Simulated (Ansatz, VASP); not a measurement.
**Two plane-wave programs on HfSi3O2**

```
Hf Si O
1.0
     1.87121  -12.34504    0.00000
     1.87121   12.34504    0.00000
     0.00000    0.00000    3.74096
Hf Si O
2 6 4
Direct
  0.15853 0.84147 0.25000
  0.84147 0.15853 0.75000
  0.24996 0.75004 0.75000
  0.75004 0.24996 0.25000
  0.54871 0.45129 0.25000
  0.04873 0.95127 0.75000
  0.45129 0.54871 0.75000
  0.95127 0.04873 0.25000
  0.62000 0.38000 0.25000
  0.12003 0.87997 0.75000
  0.38000 0.62000 0.75000
  0.87997 0.12003 0.25000
```

Alike in both runs: functional PBE; k mesh 5 × 5 × 5; occupations gaussian, width 0.2 eV; no spin polarisation.

Ansatz relaxed the structure, and its values are those at the end. VASP's run is a single point on that final structure, the one shown.

|  | VASP | Ansatz |
| --- | --- | --- |
| version | VASP 6.6.1 | Ansatz 0.2.0 |
| potentials or method | VASP PAW PBE potentials, release 64 (Hf_pv, Si, O), cutoff 520 eV | scalar-relativistic, plane waves, PAW |
| valence electrons in the cell | 68 | 100 |

```csv
,VASP,Ansatz,Ansatz less VASP
gap on the k mesh at the Fermi level (eV),none,none,-
pressure (GPa),-0.7,0.1,+0.80
rms of the force components (eV/Å),0.071,0.023,-0.0480
```

A gap of «none» marks a metal or a gap that the smearing closes. VASP's potentials hold 68 valence electrons a cell and Ansatz's 100, so a difference there can come from the potentials and not from the codes.

Neither program's run includes spin-orbit coupling.
